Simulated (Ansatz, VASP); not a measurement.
PdRhC4N4: VASP beside Ansatz

```
Pd Rh C N
1.0
     6.00802    0.00000    0.00000
     0.00000    6.00802    0.00000
     0.00000    0.00000    6.00802
Pd Rh C N
1 1 4 4
Direct
  0.50000 0.50000 0.50000
  0.00000 0.00000 0.00000
  0.18795 0.18795 0.18795
  0.18795 0.81205 0.81205
  0.81205 0.18795 0.81205
  0.81205 0.81205 0.18795
  0.30140 0.30140 0.30140
  0.30140 0.69860 0.69860
  0.69860 0.30140 0.69860
  0.69860 0.69860 0.30140
```

Alike in both runs: functional PBE; k mesh 4 × 4 × 4; occupations gaussian, width 0.1 eV; collinear spin.

Ansatz relaxed the structure, and its values are those at the end. VASP's run is a single point on that final structure, the one shown.

|  | VASP | Ansatz |
| --- | --- | --- |
| version | VASP 6.6.1 | Ansatz 0.2.0 |
| potentials or method | VASP PAW PBE potentials, release 64 (Pd_sv_GW, Rh_sv_GW, C, N), cutoff 700 eV | scalar-relativistic, plane waves, PAW |
| valence electrons in the cell | 71 | 71 |

Ansatz gave:

| Item | Value |
| --- | --- |
| gap on the k mesh at the Fermi level (eV) | none |
| pressure (GPa) | 0.2 |
| rms of the force components (eV/Å) | 0.008 |
| net moment per atom (μB) | 0.10 |
| size of the moment on the site where the two differ most (μB) | 0.59 |

**Question.** Which values does VASP return?

**Answer.** gap on the k mesh at the Fermi level (eV): none; pressure (GPa): 0.3; rms of the force components (eV/Å): 0.151; net moment per atom (μB): 0.10; size of the moment on the site where the two differ most (μB): 0.79.

Site moments also hang on the region over which each program counts them. A gap of «none» marks a metal or a gap that the smearing closes. One of these differences is far larger than is usual between the two programs; its cause wasn't traced.

Noted on VASP's run: the standard files for N, O and F lose accuracy on very short bonds.
